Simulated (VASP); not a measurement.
# BAs (F-43m) in VASP: single point with LDA

Aim: the single point of BAs with LDA.

Program: VASP 6.6.1. These are calculated values, not measurements. Logs are shortened: lines on timing, memory, paths and dates and some standing lists are left out, and cuts for length are marked.

### Step 1. The cell of the first run

It takes space group F-43m (No. 216, cubic). The conventional cell has a = 4.777 Å, b = 4.777 Å, c = 4.777 Å, α = 90.00°, β = 90.00°, γ = 90.00°. Within 2.7 Å of B (site symmetry -43m) lie 4 As at 2.07 Å. Within 2.7 Å of As (site symmetry -43m) lie 4 B at 2.07 Å.

### Step 2. Single point, LDA

INCAR

```
PREC     = Accurate       # precision mode
ENCUT    = 520            # plane-wave cutoff, eV
EDIFF    = 1E-6           # SCF threshold, eV
ISMEAR   = -1             # smearing method
SIGMA    = 0.1            # smearing width, eV
LREAL    = F              # projectors in reciprocal space
LASPH    = T              # aspherical terms in the spheres
NELM     = 60             # most SCF steps
ALGO     = Normal         # electronic algorithm
ISIF     = 2              # what is computed and relaxed
LWAVE    = F              # write WAVECAR
LCHARG   = F              # write CHGCAR
GGA      = CA             # functional
NBANDS   = 11             # bands
```

KPOINTS

```
regular mesh
0
Gamma
  6 6 6
```

POSCAR

```
BAs
1.0
    0.0000000000      2.3885000000      2.3885000000
    2.3885000000      0.0000000000      2.3885000000
    2.3885000000      2.3885000000      0.0000000000
B As
1 1
Direct
    0.0000000000      0.0000000000      0.0000000000
    0.2500000000      0.2500000000      0.2500000000
```

Potentials or basis: VASP PAW LDA potentials, release 64 (B, As).

Command:

```
$ cat potpaw_LDA.64/B/POTCAR potpaw_LDA.64/As/POTCAR > POTCAR
$ mpirun -np 1 vasp_std > vasp.out
```

OUTCAR:

```text
PREC = Accurate
   ENCUT = 520
   EDIFF = 1E-6
   ISMEAR = -1
   LREAL = F
   LASPH = T
   NELM = 60
   ISIF = 2
   GGA = CA

 ion  position               nearest neighbor table
   1  0.000  0.000  0.000-   2 2.07   2 2.07   2 2.07   2 2.07
   2  0.250  0.250  0.250-   1 2.07   1 2.07   1 2.07   1 2.07

  LATTYP: Found a face centered cubic cell.
 ALAT       =     4.7770000000

  Lattice vectors:

 A1 = (   0.0000000000,   2.3885000000,   2.3885000000)
 A2 = (   2.3885000000,   0.0000000000,   2.3885000000)
 A3 = (   2.3885000000,   2.3885000000,   0.0000000000)

Analysis of symmetry for initial positions (statically):
=====================================================================
 Subroutine PRICEL returns:
 Original cell was already a primitive cell.

 Routine SETGRP: Setting up the symmetry group for a
 face centered cubic supercell.

 Subroutine GETGRP returns: Found 24 space group operations
 (whereof 24 operations were pure point group operations)
 out of a pool of 48 trial point group operations.

The static configuration has the point symmetry T_d .

Analysis of symmetry for dynamics (positions and initial velocities):
=====================================================================
 Subroutine PRICEL returns:
 Original cell was already a primitive cell.

 Routine SETGRP: Setting up the symmetry group for a
 face centered cubic supercell.

 Subroutine GETGRP returns: Found 24 space group operations
 (whereof 24 operations were pure point group operations)
 out of a pool of 48 trial point group operations.

The dynamic configuration has the point symmetry T_d .

 Subroutine INISYM returns: Found 24 space group operations
 (whereof 24 operations are pure point group operations),
 and found     1 'primitive' translations

----------------------------------------------------------------------------------------

                                     Primitive cell

  volume of cell :      27.2525

  direct lattice vectors                    reciprocal lattice vectors
     0.000000000  2.388500000  2.388500000    -0.209336404  0.209336404  0.209336404
     2.388500000  0.000000000  2.388500000     0.209336404 -0.209336404  0.209336404
     2.388500000  2.388500000  0.000000000     0.209336404  0.209336404 -0.209336404

  length of vectors
     3.377849094  3.377849094  3.377849094     0.362581287  0.362581287  0.362581287

  position of ions in fractional coordinates (direct lattice)
     0.000000000  0.000000000  0.000000000
     0.250000000  0.250000000  0.250000000

  ion indices of the primitive-cell ions
   primitive index   ion index
                 1           1
                 2           2

----------------------------------------------------------------------------------------

 KPOINTS: regular mesh

Automatic generation of k-mesh.
 Grid dimensions read from file:
 generate k-points for:    6    6    6

 Generating k-lattice:

  Cartesian coordinates                     Fractional coordinates (reciprocal lattice)
    -0.034889401  0.034889401  0.034889401     0.166666667  0.000000000  0.000000000
     0.034889401 -0.034889401  0.034889401     0.000000000  0.166666667  0.000000000
     0.034889401  0.034889401 -0.034889401     0.000000000  0.000000000  0.166666667

  Length of vectors
     0.060430214  0.060430214  0.060430214

  Shift w.r.t. Gamma in fractional coordinates (k-lattice)
     0.000000000  0.000000000  0.000000000

 Subroutine IBZKPT returns following result:
 ===========================================

 Found     16 irreducible k-points:

 Following reciprocal coordinates:
            Coordinates               Weight
  0.000000  0.000000  0.000000      1.000000
  0.166667  0.000000  0.000000      8.000000
  0.333333  0.000000  0.000000      8.000000
  0.500000  0.000000  0.000000      4.000000
  0.166667  0.166667  0.000000      6.000000
  0.333333  0.166667  0.000000     24.000000
[... 8 lines left out ...]
 -0.333333  0.333333  0.166667     24.000000
 -0.333333  0.500000  0.166667     12.000000
   k-points           NKPTS =     16   k-points in BZ     NKDIM =     16   number of bands    NBANDS=     11
   number of dos      NEDOS =    301   number of ions     NIONS =      2
   total plane-waves  NPLWV =  21952
   dimension x,y,z NGX =    28 NGY =   28 NGZ =   28
   dimension x,y,z NGXF=    56 NGYF=   56 NGZF=   56
   ions per type =               1   1
   NGX,Y,Z   is equivalent  to a cutoff of  13.78, 13.78, 13.78 a.u.
   NGXF,Y,Z  is equivalent  to a cutoff of  27.56, 27.56, 27.56 a.u.
 SYSTEM =  unknown system
   PREC   = accura    normal or accurate (medium, high low for compatibility)
   ISTART =      0    job   : 0-new  1-cont  2-samecut
   ICHARG =      2    charge: 1-file 2-atom 10-const
   ISPIN  =      1    spin polarized calculation?
   LNONCOLLINEAR =      F non collinear calculations
   LSORBIT =      F    spin-orbit coupling
   LASPH  =      T    aspherical Exc in radial PAW
   ENCUT  =  520.0 eV  38.22 Ry    6.18 a.u.   6.28  6.28  6.28*2*pi/ulx,y,z
   NELM   =     60;   NELMIN=  2; NELMDL= -5     # of ELM steps
   EDIFF  = 0.1E-05   stopping-criterion for ELM
   LREAL  =      F    real-space projection
   EDIFFG = 0.1E-04   stopping-criterion for IOM
   NSW    =      0    number of steps for IOM
   IBRION =     -1    ionic relax: 0-MD 1-quasi-New 2-CG
   NFREE  =      0    steps in history (QN), initial steepest desc. (CG)
   ISIF   =      2    stress and relaxation
   ISYM   =      2    0-nonsym 1-usesym 2-fastsym
   POTIM  = 0.5000    time-step for ionic-motion
   TEBEG  =    0.0;   TEEND  =   0.0 temperature during run
   PSTRESS=    0.0 pullay stress
   NELECT =       8.0000    total number of electrons
   NUPDOWN=      -1.0000    fix difference up-down
   EMIN   =  10.00;   EMAX   =-10.00  energy-range for DOS
   EFERMI =   0.00;   METHOD = LEGACY
   ISMEAR =    -1;   SIGMA  =   0.10  broadening in eV -4-tet -1-fermi 0-gaus
   EFERMI_NEDOS =   21; number of points for ismear=-14 and -15
   IALGO  =     38    algorithm
   IMIX   =      4    mixing-type and parameters
     AMIX     =   0.40;   BMIX     =  1.00
     AMIX_MAG =   1.60;   BMIX_MAG =  1.00
  volume/ion in A,a.u.               =      13.63        91.95
  Fermi-wavevector in a.u.,A,eV,Ry     =   1.088018  2.056057 16.106360  1.183784
  Thomas-Fermi vector in A             =   2.224191
   LORBIT       =      0    0 simple, 1 ext, 2 COOP (PROOUT), +10 PAW based schemes
   GGA     = CA    functional components
   LHFCALC =     F    Hartree Fock is set to
   AEXX    =    0.0000 exact exchange contribution
   IVDW    =     0    specifies the selected vdW correction
   LEPSILON=     F    determine dielectric tensor
   LRPA    =     F    only Hartree local field effects (RPA)
 non-spin polarized calculation
  energy-cutoff  :      520.00
  volume of cell :       27.25
 maximum number of plane-waves:       754
 NGX is ok and might be reduce to    28
   NGX = 13   NGY = 13   NGZ = 13

 number of electron       8.0000000 magnetization

 Free energy of the ion-electron system (eV)
  ---------------------------------------------------
  ext. energy  EPLUGINS =         0.00000000
  ---------------------------------------------------
  free energy    TOTEN  =       -12.90204139 eV

  energy without entropy =      -12.90189816  energy(sigma->0) =      -12.90196977

 E-fermi :   6.7278     XC(G=0): -10.7821

 val. band max:        6.1630304108   @ k =   0.0000   0.0000   0.0000
 cond. band min:       7.3839587640   @ k =   0.3333   0.3333   0.0000
 fundamental gap:      1.2209283532
 Fermi energy:         6.7278273937

 k-point     1 :       0.0000    0.0000    0.0000
  band No.  band energies     occupation
      1      -9.2158      2.00000
      2       6.1630      1.99298
      3       6.1630      1.99298
      4       6.1630      1.99298
      5       9.4096      0.00000
      6       9.4096      0.00000
      7       9.4096      0.00000
      8      10.8554      0.00000
      9      15.5146      0.00000
     10      19.1917      0.00000
     11      19.1917      0.00000

 k-point     2 :       0.1667    0.0000    0.0000
  band No.  band energies     occupation
      1      -8.7643      2.00000
      2       3.2165      2.00000
      3       5.4819      1.99999
      4       5.4819      1.99999
      5       9.4353      0.00000
      6      10.2928      0.00000
      7      10.2928      0.00000
      8      12.7717      0.00000
      9      16.9403      0.00000
     10      17.4553      0.00000
     11      17.4553      0.00000

 k-point     3 :       0.3333    0.0000    0.0000
  band No.  band energies     occupation
      1      -7.5032      2.00000
      2      -0.5572      2.00000
      3       4.6498      2.00000
      4       4.6498      2.00000
      5       9.0160      0.00000
      6      10.9556      0.00000
      7      10.9556      0.00000
      8      14.6996      0.00000
      9      17.4681      0.00000
     10      18.1671      0.00000
     11      18.1671      0.00000

 k-point     4 :       0.5000    0.0000    0.0000
  band No.  band energies     occupation
      1      -6.3587      2.00000
      2      -2.5951      2.00000
      3       4.3453      2.00000
      4       4.3453      2.00000
      5       8.8525      0.00000
      6      10.9087      0.00000
      7      10.9087      0.00000
      8      14.8513      0.00000
      9      18.6348      0.00000
     10      20.6482      0.00000
     11      20.6482      0.00000
[... 127 lines left out ...]
 k-point    14 :       0.5000    0.3333    0.1667
  band No.  band energies     occupation
      1      -6.4312      2.00000
      2      -0.5356      2.00000
      3       1.2846      2.00000
      4       2.9439      2.00000
      5       9.8862      0.00000
      6      11.2845      0.00000
      7      11.9854      0.00000
      8      15.1265      0.00000
      9      17.4814      0.00000
     10      19.8188      0.00000
     11      22.0724      0.00000

 k-point    15 :      -0.3333    0.3333    0.1667
  band No.  band energies     occupation
      1      -5.4207      2.00000
      2      -1.8097      2.00000
      3       0.7463      2.00000
      4       2.2907      2.00000
      5      10.4267      0.00000
      6      11.3581      0.00000
      7      13.5280      0.00000
      8      14.9952      0.00000
      9      16.3073      0.00000
     10      20.5259      0.00000
     11      22.2766      0.00000

 k-point    16 :      -0.3333    0.5000    0.1667
  band No.  band energies     occupation
      1      -4.9597      2.00000
      2      -1.9277      2.00000
      3       0.9970      2.00000
      4       1.1888      2.00000
      5       9.8989      0.00000
      6      10.0619      0.00000
      7      14.7589      0.00000
      8      14.9413      0.00000
      9      18.3094      0.00000
     10      21.6962      0.00000
     11      21.9008      0.00000

------------------------ aborting loop because EDIFF is reached ----------------------------------------

  FORCE on cell =-STRESS in cart. coord.  units (eV):
  Direction    XX          YY          ZZ          XY          YZ          ZX
  --------------------------------------------------------------------------------------
  -------------------------------------------------------------------------------------
  Total       -0.5197923     -0.5197923     -0.5197923      0.0000000      0.0000000     -0.0000000
  in kB      -30.5586850    -30.5586850    -30.5586850      0.0000000      0.0000000     -0.0000000
  external PRESSURE =     -30.5586850 kB  Pullay stress =       0.0000000 kB

 VOLUME and BASIS-vectors are now :
 -----------------------------------------------------------------------------
  energy-cutoff  :      520.00
  volume of cell :       27.25
      direct lattice vectors                 reciprocal lattice vectors
     0.000000000  2.388500000  2.388500000    -0.209336404  0.209336404  0.209336404
     2.388500000  0.000000000  2.388500000     0.209336404 -0.209336404  0.209336404
     2.388500000  2.388500000  0.000000000     0.209336404  0.209336404 -0.209336404

 POSITION                                       TOTAL-FORCE (eV/Angst)
 -----------------------------------------------------------------------------------
      0.00000      0.00000      0.00000         0.000000     -0.000000     -0.000000
      1.19425      1.19425      1.19425        -0.000000      0.000000      0.000000
 -----------------------------------------------------------------------------------
    total drift:                               -0.000000     -0.000000     -0.000000

  FREE ENERGIE OF THE ION-ELECTRON SYSTEM (eV)
  ---------------------------------------------------
  free  energy   TOTEN  =       -12.9020413859 eV

  energy  without entropy=      -12.9018981561  energy(sigma->0) =      -12.90196977
```

It took 3.5 s on 1 thread of Intel Xeon Platinum 8559C (Emerald Rapids), shared host; peak memory 0.13 GiB.

Results:

* Free energy: -12.9020 eV
* Pressure: -3.1 GPa
* Band gap on the k mesh: 1.22 eV, indirect (least direct gap 3.25 eV)

A k mesh can miss the band edges. Expect the measured gap to be larger: semilocal functionals such as LDA lack the derivative discontinuity.
